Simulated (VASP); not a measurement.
# Al in VASP: single point with PBEsol

Aim: the single point of Al with PBEsol.

Program: VASP 6.6.1. These are calculated values, not measurements. Logs are shortened: lines on timing, memory, paths and dates and some standing lists are left out, and cuts for length are marked.

### 1 The cell of the first run

The cell holds a slab with vacuum, 16 atoms: a = 4.014 Å, b = 2.839 Å, c = 37.290 Å, α = 90.00°, β = 90.00°, γ = 90.00°.

### 2 Single point, PBEsol

INCAR

```
  ALGO = Normal
  DIPOL = 0.5 0.5 0.500
  EDIFF = 1E-6
  ENCUT = 520
  GGA = PS
  IDIPOL = 3
  ISIF = 2
  ISMEAR = 1
  LASPH = T
  LCHARG = F
  LDIPOL = T
  LREAL = Auto
  LWAVE = F
  NBANDS = 38
  NELM = 100
  PREC = Accurate
  SIGMA = 0.1
```

KPOINTS

```
k-points
0
Gamma
  8 12 1
```

POSCAR

```
Al
1.0
    4.0144529650      0.0000000000      0.0000000000
    0.0000000000      2.8386469140      0.0000000000
    0.0000000000      0.0000000000     37.2898518550
Al
16
Direct
    0.5000000000      0.5000000000      0.2145355801
    0.0000000000      0.0000000000      0.2525975028
    0.5000000000      0.5000000000      0.2906594254
    0.0000000000      0.0000000000      0.3287213481
    0.5000000000      0.5000000000      0.3667832707
    0.0000000000      0.0000000000      0.4048451934
    0.5000000000      0.5000000000      0.4429071160
    0.0000000000      0.0000000000      0.4809690387
    0.5000000000      0.5000000000      0.5190309613
    0.0000000000      0.0000000000      0.5570928840
    0.5000000000      0.5000000000      0.5951548066
    0.0000000000      0.0000000000      0.6332167293
    0.5000000000      0.5000000000      0.6712786519
    0.0000000000      0.0000000000      0.7093405746
    0.5000000000      0.5000000000      0.7474024972
    0.0000000000      0.0000000000      0.7854644199
```

Potentials or basis: VASP PAW PBE potentials, release 64 (Al).

On the command line:

```console
$ cat potpaw_PBE.64/Al/POTCAR > POTCAR
$ mpirun -np 1 vasp_std > vasp.out
```

OUTCAR:

```text
EDIFF = 1E-6
   ENCUT = 520
   GGA = PS
   ISIF = 2
   ISMEAR = 1
   LASPH = T
   LREAL = Auto
   NELM = 100
   PREC = Accurate

 ion  position               nearest neighbor table
   1  0.500  0.500  0.215-   3 2.84   2 2.84   2 2.84   2 2.84   2 2.84
   2  0.000  0.000  0.253-   3 2.84   3 2.84   3 2.84   3 2.84   4 2.84   1 2.84   1 2.84   1 2.84
                             1 2.84
   3  0.500  0.500  0.291-   2 2.84   2 2.84   2 2.84   2 2.84   5 2.84   1 2.84   4 2.84   4 2.84
                             4 2.84   4 2.84
   4  0.000  0.000  0.329-   5 2.84   5 2.84   5 2.84   5 2.84   2 2.84   6 2.84   3 2.84   3 2.84
                             3 2.84   3 2.84
   5  0.500  0.500  0.367-   4 2.84   4 2.84   4 2.84   4 2.84   3 2.84   7 2.84   6 2.84   6 2.84
                             6 2.84   6 2.84
   6  0.000  0.000  0.405-   7 2.84   7 2.84   7 2.84   7 2.84   8 2.84   4 2.84   5 2.84   5 2.84
                             5 2.84   5 2.84
   7  0.500  0.500  0.443-   6 2.84   6 2.84   6 2.84   6 2.84   9 2.84   5 2.84   8 2.84   8 2.84
                             8 2.84   8 2.84
   8  0.000  0.000  0.481-   9 2.84   9 2.84   9 2.84   9 2.84  10 2.84   6 2.84   7 2.84   7 2.84
                             7 2.84   7 2.84
   9  0.500  0.500  0.519-   8 2.84   8 2.84   8 2.84   8 2.84   7 2.84  11 2.84  10 2.84  10 2.84
                            10 2.84  10 2.84
  10  0.000  0.000  0.557-  11 2.84  11 2.84  11 2.84  11 2.84   8 2.84  12 2.84   9 2.84   9 2.84
                             9 2.84   9 2.84
  11  0.500  0.500  0.595-  10 2.84  10 2.84  10 2.84  10 2.84  13 2.84   9 2.84  12 2.84  12 2.84
                            12 2.84  12 2.84
  12  0.000  0.000  0.633-  13 2.84  13 2.84  13 2.84  13 2.84  14 2.84  10 2.84  11 2.84  11 2.84
                            11 2.84  11 2.84
  13  0.500  0.500  0.671-  12 2.84  12 2.84  12 2.84  12 2.84  15 2.84  11 2.84  14 2.84  14 2.84
                            14 2.84  14 2.84
  14  0.000  0.000  0.709-  15 2.84  15 2.84  15 2.84  15 2.84  12 2.84  16 2.84  13 2.84  13 2.84
                            13 2.84  13 2.84
  15  0.500  0.500  0.747-  14 2.84  14 2.84  14 2.84  14 2.84  13 2.84  16 2.84  16 2.84  16 2.84
                            16 2.84
  16  0.000  0.000  0.785-  14 2.84  15 2.84  15 2.84  15 2.84  15 2.84

  LATTYP: Found a simple orthorhombic cell.
 ALAT       =     2.8386469140
 B/A-ratio  =     1.4142135625
 C/A-ratio  =    13.1364882582

  Lattice vectors:

 A1 = (   0.0000000000,  -2.8386469140,   0.0000000000)
 A2 = (   4.0144529650,   0.0000000000,   0.0000000000)
 A3 = (   0.0000000000,   0.0000000000,  37.2898518550)

Analysis of symmetry for initial positions (statically):
=====================================================================
 Subroutine PRICEL returns:
 Original cell was already a primitive cell.

 Routine SETGRP: Setting up the symmetry group for a
 simple orthorhombic supercell.

 Subroutine GETGRP returns: Found  8 space group operations
 (whereof  4 operations were pure point group operations)
 out of a pool of  8 trial point group operations.

The static configuration has the point symmetry C_2v.
 The point group associated with its full space group is D_2h.

Analysis of symmetry for dynamics (positions and initial velocities):
=====================================================================
 Subroutine PRICEL returns:
 Original cell was already a primitive cell.

 Routine SETGRP: Setting up the symmetry group for a
 simple orthorhombic supercell.

 Subroutine GETGRP returns: Found  8 space group operations
 (whereof  4 operations were pure point group operations)
 out of a pool of  8 trial point group operations.

The dynamic configuration has the point symmetry C_2v.
 The point group associated with its full space group is D_2h.

 Subroutine INISYM returns: Found  8 space group operations
 (whereof  4 operations are pure point group operations),
 and found     1 'primitive' translations

----------------------------------------------------------------------------------------

                                     Primitive cell

  volume of cell :     424.9408

  direct lattice vectors                    reciprocal lattice vectors
     4.014452965  0.000000000  0.000000000     0.249099942  0.000000000  0.000000000
     0.000000000  2.838646914  0.000000000     0.000000000  0.352280516  0.000000000
     0.000000000  0.000000000 37.289851855     0.000000000  0.000000000  0.026816948

  length of vectors
     4.014452965  2.838646914 37.289851855     0.249099942  0.352280516  0.026816948

  position of ions in fractional coordinates (direct lattice)
     0.500000000  0.500000000  0.214535580
     0.000000000  0.000000000  0.252597503
[... 57 lines left out ...]

 Found     35 irreducible k-points:

 Following reciprocal coordinates:
            Coordinates               Weight
  0.000000  0.000000  0.000000      1.000000
  0.125000  0.000000  0.000000      2.000000
  0.250000  0.000000  0.000000      2.000000
  0.375000  0.000000  0.000000      2.000000
  0.500000  0.000000  0.000000      1.000000
  0.000000  0.083333  0.000000      2.000000
[... 16 lines left out ...]
  0.250000  0.333333  0.000000      4.000000
  0.375000  0.333333  0.000000      4.000000
 [... further k-points ...]
   k-points           NKPTS =     35   k-points in BZ     NKDIM =     35   number of bands    NBANDS=     38
   number of dos      NEDOS =    301   number of ions     NIONS =     16
   total plane-waves  NPLWV = 201600
   dimension x,y,z NGX =    30 NGY =   24 NGZ =  280
   dimension x,y,z NGXF=    60 NGYF=   48 NGZF=  560
   ions per type =              16
   NGX,Y,Z   is equivalent  to a cutoff of  12.42, 14.06, 12.48 a.u.
   NGXF,Y,Z  is equivalent  to a cutoff of  24.85, 28.11, 24.97 a.u.
 SYSTEM =  unknown system
   PREC   = accura    normal or accurate (medium, high low for compatibility)
   ISTART =      0    job   : 0-new  1-cont  2-samecut
   ICHARG =      2    charge: 1-file 2-atom 10-const
   ISPIN  =      1    spin polarized calculation?
   LNONCOLLINEAR =      F non collinear calculations
   LSORBIT =      F    spin-orbit coupling
   LASPH  =      T    aspherical Exc in radial PAW
   ENCUT  =  520.0 eV  38.22 Ry    6.18 a.u.   7.46  5.28 69.33*2*pi/ulx,y,z
   NELM   =    100;   NELMIN=  2; NELMDL= -5     # of ELM steps
   EDIFF  = 0.1E-05   stopping-criterion for ELM
   LREAL  =      T    real-space projection
   EDIFFG = 0.1E-04   stopping-criterion for IOM
   NSW    =      0    number of steps for IOM
   IBRION =     -1    ionic relax: 0-MD 1-quasi-New 2-CG
   NFREE  =      0    steps in history (QN), initial steepest desc. (CG)
   ISIF   =      2    stress and relaxation
   ISYM   =      2    0-nonsym 1-usesym 2-fastsym
   POTIM  = 0.5000    time-step for ionic-motion
   TEBEG  =    0.0;   TEEND  =   0.0 temperature during run
   PSTRESS=    0.0 pullay stress
   NELECT =      48.0000    total number of electrons
   NUPDOWN=      -1.0000    fix difference up-down
   EMIN   =  10.00;   EMAX   =-10.00  energy-range for DOS
   EFERMI =   0.00;   METHOD = LEGACY
   ISMEAR =     1;   SIGMA  =   0.10  broadening in eV -4-tet -1-fermi 0-gaus
   EFERMI_NEDOS =   21; number of points for ismear=-14 and -15
   IALGO  =     38    algorithm
   IMIX   =      4    mixing-type and parameters
     AMIX     =   0.40;   BMIX     =  1.00
     AMIX_MAG =   1.60;   BMIX_MAG =  1.00
  volume/ion in A,a.u.               =      26.56       179.23
  Fermi-wavevector in a.u.,A,eV,Ry     =   0.791369  1.495471  8.520854  0.626265
  Thomas-Fermi vector in A             =   1.896896
   LORBIT       =      0    0 simple, 1 ext, 2 COOP (PROOUT), +10 PAW based schemes
   GGA     = PS    functional components
   LHFCALC =     F    Hartree Fock is set to
   AEXX    =    0.0000 exact exchange contribution
   IVDW    =     0    specifies the selected vdW correction
   LEPSILON=     F    determine dielectric tensor
   LRPA    =     F    only Hartree local field effects (RPA)
 non-spin polarized calculation
 Methfessel and Paxton  Order N= 1 SIGMA  =   0.10
  energy-cutoff  :      520.00
  volume of cell :      424.94
 maximum number of plane-waves:     11502
 NGX is ok and might be reduce to    30
   NGX = 15   NGY = 11   NGZ =139

 dipolmoment           0.000000      0.000000      0.000000 electrons x Angstroem

 number of electron      48.0000000 magnetization

 dipolmoment           0.000000      0.000000     -0.000000 electrons x Angstroem

 Free energy of the ion-electron system (eV)
  ---------------------------------------------------
  ext. energy  EPLUGINS =         0.00000000
  ---------------------------------------------------
  free energy    TOTEN  =       -63.79536795 eV

  energy without entropy =      -63.79580935  energy(sigma->0) =      -63.79551509

 E-fermi :   3.3992     XC(G=0):  -6.8549

 val. band max:        3.3986848447   @ k =   0.2500   0.4167   0.0000
 cond. band min:       3.4139356947   @ k =   0.0000   0.4167   0.0000
 fundamental gap:      0.0152508500
 Fermi energy:         3.3992001257

 k-point     1 :       0.0000    0.0000    0.0000
  band No.  band energies     occupation
      1      -7.7971      2.00000
      2      -7.5988      2.00000
      3      -7.2542      2.00000
      4      -6.7729      2.00000
      5      -6.1796      2.00000
      6      -5.4561      2.00000
[... 925 lines left out ...]
     35       4.9651     -0.00000
     36       5.1967     -0.00000

 [... further k-points ...]

 [bands above 36 left out]

------------------------ aborting loop because EDIFF is reached ----------------------------------------

 vacuum level on the upper side and lower side of the slab       (xc-potential included)        -0.124        -0.124

  FORCE on cell =-STRESS in cart. coord.  units (eV):
  Direction    XX          YY          ZZ          XY          YZ          ZX
  --------------------------------------------------------------------------------------
  -------------------------------------------------------------------------------------
  Total       -2.5779467     -1.2896059      0.6383401      0.0000000      0.0000000      0.0000000
  in kB       -9.7197727     -4.8622713      2.4067683      0.0000000      0.0000000      0.0000000
  external PRESSURE =      -4.0584252 kB  Pullay stress =       0.0000000 kB

 VOLUME and BASIS-vectors are now :
 -----------------------------------------------------------------------------
  energy-cutoff  :      520.00
  volume of cell :      424.94
      direct lattice vectors                 reciprocal lattice vectors
     4.014452965  0.000000000  0.000000000     0.249099942  0.000000000  0.000000000
     0.000000000  2.838646914  0.000000000     0.000000000  0.352280516  0.000000000
     0.000000000  0.000000000 37.289851855     0.000000000  0.000000000  0.026816948

 POSITION                                       TOTAL-FORCE (eV/Angst)
 -----------------------------------------------------------------------------------
      2.00723      1.41932      8.00000         0.000000      0.000000      0.199604
      0.00000      0.00000      9.41932         0.000000      0.000000     -0.258947
      2.00723      1.41932     10.83865         0.000000      0.000000     -0.021142
      0.00000      0.00000     12.25797         0.000000      0.000000     -0.066393
      2.00723      1.41932     13.67729         0.000000      0.000000      0.052024
      0.00000      0.00000     15.09662         0.000000      0.000000      0.074465
[... 8 lines left out ...]
      2.00723      1.41932     27.87053         0.000000      0.000000      0.258947
      0.00000      0.00000     29.28985         0.000000      0.000000     -0.199604
 -----------------------------------------------------------------------------------
    total drift:                               -0.000000      0.000000      0.000000

  FREE ENERGIE OF THE ION-ELECTRON SYSTEM (eV)
  ---------------------------------------------------
  free  energy   TOTEN  =       -63.7953679521 eV

  energy  without entropy=      -63.7958093547  energy(sigma->0) =      -63.79551509

 vacuum level on the upper side and lower side of the slab         7.396         7.396
```

It took 21 min on 1 thread of Oxide Virtual Turin-like, shared host; peak memory 0.61 GiB.

What came out:

```yaml
Free_energy: -63.7954 eV
Largest_force: 0.259 eV/Å
Band_gap_on_the_k_mesh: zero (bands 24 and 25 overlap by 3.01 eV)
```

Forces on the atoms (eV/Å):
```
Al   0.000  0.000  0.200
Al   0.000  0.000 -0.259
Al   0.000  0.000 -0.021
Al   0.000  0.000 -0.066
Al   0.000  0.000  0.052
Al   0.000  0.000  0.074
Al   0.000  0.000 -0.001
Al   0.000  0.000 -0.038
Al   0.000  0.000  0.038
Al   0.000  0.000  0.001
Al   0.000  0.000 -0.074
Al   0.000  0.000 -0.052
Al   0.000  0.000  0.066
Al   0.000  0.000  0.021
Al   0.000  0.000  0.259
Al   0.000  0.000 -0.200
```

Caveat: the PAW data sets were made with another functional, which shifts forces and pressure a little.
